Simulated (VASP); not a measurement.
# Na2Al2O (Cmmm) in VASP: notebook

Runs on Na2Al2O. Level: PBE. Tasks: single point.

Program: VASP 6.6.1. These are calculated values, not measurements. Logs are shortened: lines on timing, memory, paths and dates and some standing lists are left out, and cuts for length are marked.

## 1. The cell of the first run

Symmetry: Cmmm, No. 65, orthorhombic system. Conventional cell: a = 6.041 Å, b = 6.098 Å, c = 7.971 Å, α = 90.00°, β = 90.00°, γ = 90.00°. Within 2.8 Å of Na (site symmetry 2/m) lie 2 O at 2.15 Å. Within 3.5 Å of Al (site symmetry mm2) lie 1 Al at 2.67 Å and 4 Na at 3.41 Å. Within 2.8 Å of O (site symmetry mmm) lie 4 Na at 2.15 Å.

## 2. Single point, PBE

The input, INCAR:

```
SYSTEM = Na2Al2O
PREC = Accurate ; ENCUT = 520
EDIFF = 1E-6 ; ISMEAR = 0
SIGMA = 0.1 ; LREAL = .False.
LASPH = .True. ; NELM = 60
ALGO = Normal ; ISIF = 2
LWAVE = .False. ; LCHARG = .False.
GGA = PE ; NBANDS = 21
```

The input, KPOINTS:

```
Automatic mesh
0
Gamma
  4 4 4
  0 0 0
```

The input, POSCAR:

```
Na2Al2O
1.0
    3.0204468694     -3.0489429776      0.0000000000
    3.0204468694      3.0489429776      0.0000000000
    0.0000000000      0.0000000000      7.9705789435
Na Al O
2 2 1
Direct
    0.0000000000      0.5000000000      0.5000000000
    0.5000000000      0.0000000000      0.5000000000
    0.5000000000      0.5000000000      0.1673538567
    0.5000000000      0.5000000000      0.8326461433
    0.0000000000      0.0000000000      0.5000000000
```

Potentials or basis: VASP PAW PBE potentials, release 64 (Na_pv, Al, O).

Started as:

```sh
$ cat potpaw_PBE.64/Na_pv/POTCAR potpaw_PBE.64/Al/POTCAR potpaw_PBE.64/O/POTCAR > POTCAR
$ mpirun -np 1 vasp_std > vasp.out
```

OUTCAR:

```text
SYSTEM = Na2Al2O
   PREC = Accurate
   ENCUT = 520
   EDIFF = 1E-6
   ISMEAR = 0
   LREAL = .False.
   LASPH = .True.
   NELM = 60
   ISIF = 2
   GGA = PE

 ion  position               nearest neighbor table
   1  0.000  0.500  0.500-   5 2.15   5 2.15
   2  0.500  0.000  0.500-   5 2.15   5 2.15
   3  0.500  0.500  0.167-   4 2.67
   4  0.500  0.500  0.833-   3 2.67
   5  0.000  0.000  0.500-   1 2.15   2 2.15   1 2.15   2 2.15

  LATTYP: Found a base centered orthorhombic cell.
 ALAT       =     6.0408937388
 B/A-ratio  =     1.0094344014
 C/A-ratio  =     1.3194370383

  Lattice vectors:

 A1 = (   3.0204468694,  -3.0489429776,   0.0000000000)
 A2 = (   3.0204468694,   3.0489429776,   0.0000000000)
 A3 = (   0.0000000000,   0.0000000000,   7.9705789435)

Analysis of symmetry for initial positions (statically):
=====================================================================
 Subroutine PRICEL returns:
 Original cell was already a primitive cell.

 Routine SETGRP: Setting up the symmetry group for a
 base centered orthorhombic supercell.

 Subroutine GETGRP returns: Found  8 space group operations
 (whereof  8 operations were pure point group operations)
 out of a pool of  8 trial point group operations.

The static configuration has the point symmetry D_2h.

Analysis of symmetry for dynamics (positions and initial velocities):
=====================================================================
 Subroutine PRICEL returns:
 Original cell was already a primitive cell.

 Routine SETGRP: Setting up the symmetry group for a
 base centered orthorhombic supercell.

 Subroutine GETGRP returns: Found  8 space group operations
 (whereof  8 operations were pure point group operations)
 out of a pool of  8 trial point group operations.

The dynamic configuration has the point symmetry D_2h.

 Subroutine INISYM returns: Found  8 space group operations
 (whereof  8 operations are pure point group operations),
 and found     1 'primitive' translations

----------------------------------------------------------------------------------------

[... 88 lines left out ...]
   ISPIN  =      1    spin polarized calculation?
   LNONCOLLINEAR =      F non collinear calculations
   LSORBIT =      F    spin-orbit coupling
   LASPH  =      T    aspherical Exc in radial PAW
   ENCUT  =  520.0 eV  38.22 Ry    6.18 a.u.   7.98  7.98 14.82*2*pi/ulx,y,z
   NELM   =     60;   NELMIN=  2; NELMDL= -5     # of ELM steps
   EDIFF  = 0.1E-05   stopping-criterion for ELM
   LREAL  =      F    real-space projection
   EDIFFG = 0.1E-04   stopping-criterion for IOM
   NSW    =      0    number of steps for IOM
   IBRION =     -1    ionic relax: 0-MD 1-quasi-New 2-CG
   NFREE  =      0    steps in history (QN), initial steepest desc. (CG)
   ISIF   =      2    stress and relaxation
   ISYM   =      2    0-nonsym 1-usesym 2-fastsym
   POTIM  = 0.5000    time-step for ionic-motion
   TEBEG  =    0.0;   TEEND  =   0.0 temperature during run
   PSTRESS=    0.0 pullay stress
   NELECT =      26.0000    total number of electrons
   NUPDOWN=      -1.0000    fix difference up-down
   EMIN   =  10.00;   EMAX   =-10.00  energy-range for DOS
   EFERMI =   0.00;   METHOD = LEGACY
   ISMEAR =     0;   SIGMA  =   0.10  broadening in eV -4-tet -1-fermi 0-gaus
   EFERMI_NEDOS =   21; number of points for ismear=-14 and -15
   IALGO  =     38    algorithm
   IMIX   =      4    mixing-type and parameters
     AMIX     =   0.40;   BMIX     =  1.00
     AMIX_MAG =   1.60;   BMIX_MAG =  1.00
  volume/ion in A,a.u.               =      29.36       198.14
  Fermi-wavevector in a.u.,A,eV,Ry     =   0.919360  1.737339 11.499966  0.845224
  Thomas-Fermi vector in A             =   2.044546
   LORBIT       =      0    0 simple, 1 ext, 2 COOP (PROOUT), +10 PAW based schemes
   GGA     = PE    functional components
   LHFCALC =     F    Hartree Fock is set to
   AEXX    =    0.0000 exact exchange contribution
   IVDW    =     0    specifies the selected vdW correction
   LEPSILON=     F    determine dielectric tensor
   LRPA    =     F    only Hartree local field effects (RPA)
 non-spin polarized calculation
 Gauss-broadening in eV      SIGMA  =   0.10
  energy-cutoff  :      520.00
  volume of cell :      146.80
 maximum number of plane-waves:      3992
   NGX = 15   NGY = 15   NGZ = 29

 number of electron      25.9999952 magnetization

 Free energy of the ion-electron system (eV)
  ---------------------------------------------------
  ext. energy  EPLUGINS =         0.00000000
  ---------------------------------------------------
  free energy    TOTEN  =       -13.89027624 eV

  energy without entropy =      -13.86284877  energy(sigma->0) =      -13.87656251

 E-fermi :   0.6519     XC(G=0):  -7.0910

 val. band max:        0.6455277744   @ k =   0.2500   0.2500   0.2500
 cond. band min:       0.6731426177   @ k =   0.2500   0.0000   0.5000
 fundamental gap:      0.0276148433
 Fermi energy:         0.6519482237

 k-point     1 :       0.0000    0.0000    0.0000
  band No.  band energies     occupation
      1     -22.0145      2.00000
      2     -22.0055      2.00000
      3     -21.9617      2.00000
      4     -21.9252      2.00000
      5     -21.7289      2.00000
      6     -21.7247      2.00000
[... 493 lines left out ...]
     20       5.6658      0.00000
     21       5.9553      0.00000

------------------------ aborting loop because EDIFF is reached ----------------------------------------

  FORCE on cell =-STRESS in cart. coord.  units (eV):
  Direction    XX          YY          ZZ          XY          YZ          ZX
  --------------------------------------------------------------------------------------
  -------------------------------------------------------------------------------------
  Total        0.1547929      0.0705293      0.0618661      0.0000000      0.0000000      0.0000000
  in kB        1.6893561      0.7697322      0.6751853      0.0000000      0.0000000      0.0000000
  external PRESSURE =       1.0447578 kB  Pullay stress =       0.0000000 kB

 VOLUME and BASIS-vectors are now :
 -----------------------------------------------------------------------------
  energy-cutoff  :      520.00
  volume of cell :      146.80
      direct lattice vectors                 reciprocal lattice vectors
     3.020446869 -3.048942978  0.000000000     0.165538419 -0.163991260  0.000000000
     3.020446869  3.048942978  0.000000000     0.165538419  0.163991260  0.000000000
     0.000000000  0.000000000  7.970578943     0.000000000  0.000000000  0.125461401

 POSITION                                       TOTAL-FORCE (eV/Angst)
 -----------------------------------------------------------------------------------
      1.51022      1.52447      3.98529        -0.000000     -0.000000      0.000000
      1.51022     -1.52447      3.98529        -0.000000     -0.000000      0.000000
      3.02045      0.00000      1.33391         0.000000      0.000000     -0.034452
      3.02045      0.00000      6.63667         0.000000      0.000000      0.034452
      0.00000      0.00000      3.98529        -0.000000      0.000000      0.000000
 -----------------------------------------------------------------------------------
    total drift:                                0.000000      0.000000     -0.000000

  FREE ENERGIE OF THE ION-ELECTRON SYSTEM (eV)
  ---------------------------------------------------
  free  energy   TOTEN  =       -13.8902762441 eV

  energy  without entropy=      -13.8628487736  energy(sigma->0) =      -13.87656251
```

OSZICAR:

```text
N       E                     dE             d eps       ncg     rms          rms(c)
DAV:   1     0.189951646417E+03    0.18995E+03   -0.12086E+04   882   0.109E+03
[... 15 lines left out ...]
DAV:  17    -0.138904012589E+02    0.47182E-04   -0.50941E-04   943   0.878E-02    0.633E-02
DAV:  18    -0.138902899962E+02    0.11126E-03   -0.31823E-04  1146   0.447E-02    0.225E-02
DAV:  19    -0.138902750317E+02    0.14964E-04   -0.90470E-05  1020   0.286E-02    0.633E-03
DAV:  20    -0.138902806345E+02   -0.56027E-05   -0.19926E-05   955   0.128E-02    0.125E-02
DAV:  21    -0.138902843592E+02   -0.37247E-05   -0.99354E-06  1184   0.144E-02    0.211E-02
DAV:  22    -0.138902766122E+02    0.77470E-05   -0.29256E-05  1056   0.133E-02    0.532E-03
DAV:  23    -0.138902762441E+02    0.36812E-06   -0.48114E-06   828   0.609E-03
   1 F= -.13890276E+02 E0= -.13876563E+02  d E =-.274275E-01
```

Run time: 2.4 min. Hardware: 1 thread of AMD EPYC 7R43 (Zen 3), shared host; peak memory 0.22 GiB.

What came out:

| Quantity | Value |
| --- | --- |
| Free energy | -13.8903 eV |
| Pressure | 0.1 GPa |
| Largest force | 0.034 eV/Å |
| Band gap on the k mesh | zero (band 13 reaches 1.04 eV, above the bottom of band 14 at 0.08 eV) |

Forces on the atoms (eV/Å):
```
Na   0.000  0.000  0.000
Na   0.000  0.000  0.000
Al   0.000  0.000 -0.034
Al   0.000  0.000  0.034
O    0.000  0.000  0.000
```

Stress tensor (GPa, compression positive):
```
0.17 0.00 0.00
0.00 0.08 0.00
0.00 0.00 0.07
```

Caveat: the k points lie up to 0.37 Å⁻¹ apart.

## 3. Single point, PBE, collinear spin, ferromagnetic start

The input, INCAR:

```
SYSTEM = Na2Al2O
PREC = Accurate ; ENCUT = 520
EDIFF = 1E-7 ; ISMEAR = 0
SIGMA = 0.1 ; LREAL = .FALSE.
LASPH = .TRUE. ; NELM = 150
ALGO = Normal ; ISIF = 2
LWAVE = .FALSE. ; LCHARG = .FALSE.
ISPIN = 2 ; MAGMOM = 0 0 0 0 1
LORBIT = 11 ; GGA = PE
NBANDS = 25
```

The input, KPOINTS:

```
Automatic mesh
0
G
  4 4 2
  0 0 0
```

POSCAR is that of step 2.

Potentials or basis: VASP PAW PBE potentials, release 64 (Na_pv, Al, O).

Started as:

```sh
$ cat potpaw_PBE.64/Na_pv/POTCAR potpaw_PBE.64/Al/POTCAR potpaw_PBE.64/O/POTCAR > POTCAR
$ mpirun -np 1 vasp_std > vasp.out
```

Run time: 4.1 min. Hardware: 1 thread of AMD EPYC 7R43 (Zen 3), shared host; peak memory 0.28 GiB.

The run converged. Its results:

- Free energy: -13.9356 eV
- Pressure: 0.0 GPa
- Largest force: 0.071 eV/Å
- Band gap on the k mesh: zero (filled and empty bands overlap)
- Net moment: 0.00 μB per cell
- Valence electrons inside the program's atomic spheres: Na 6.10; Al 0.75; O 4.90

Forces in eV/Å, atoms in the order of the input:
```
Na   0.000  0.000  0.000
Na   0.000  0.000  0.000
Al   0.000  0.000 -0.071
Al   0.000  0.000  0.071
O    0.000  0.000  0.000
```

Stress tensor (GPa, compression positive):
```
 0.28  0.00  0.00
 0.00  0.19  0.00
 0.00  0.00 -0.51
```

Levels at points of the mesh, in eV from the Fermi level:
Spin up:
```csv
k point,band 11,band 12,band 13,band 14,band 15,band 16
"(0.00, 0.00, 0.00)",-1.01,-1.01,-0.68,1.87,1.88,3.55
"(0.50, 0.00, 0.00)",-1.34,-1.31,-0.96,0.10,1.17,2.26
"(0.50, 0.50, 0.00)",-1.79,-1.01,-0.40,-0.36,-0.23,1.15
"(0.00, 0.00, 0.50)",-1.01,-1.00,0.37,1.79,1.82,1.83
"(0.50, 0.00, 0.50)",-1.24,-0.96,-0.44,0.05,0.32,2.30
"(0.50, 0.50, 0.50)",-1.71,-1.03,-0.62,-0.57,0.54,1.31
```
Spin down:
```csv
k point,band 10,band 11,band 12,band 13,band 14,band 15,band 16,band 17
"(0.00, 0.00, 0.00)",-1.37,-1.01,-1.01,-0.68,1.87,1.88,3.55,3.56
"(0.50, 0.00, 0.00)",-2.08,-1.34,-1.31,-0.96,0.10,1.17,2.26,3.77
"(0.50, 0.50, 0.00)",-1.81,-1.79,-1.01,-0.40,-0.36,-0.23,1.15,1.19
"(0.00, 0.00, 0.50)",-1.47,-1.01,-1.00,0.36,1.79,1.82,1.83,3.61
"(0.50, 0.00, 0.50)",-1.75,-1.24,-0.96,-0.44,0.04,0.32,2.30,2.95
"(0.50, 0.50, 0.50)",-1.73,-1.71,-1.03,-0.62,-0.57,0.54,1.31,1.36
```

Caveat: the k points lie up to 0.39 Å⁻¹ apart.
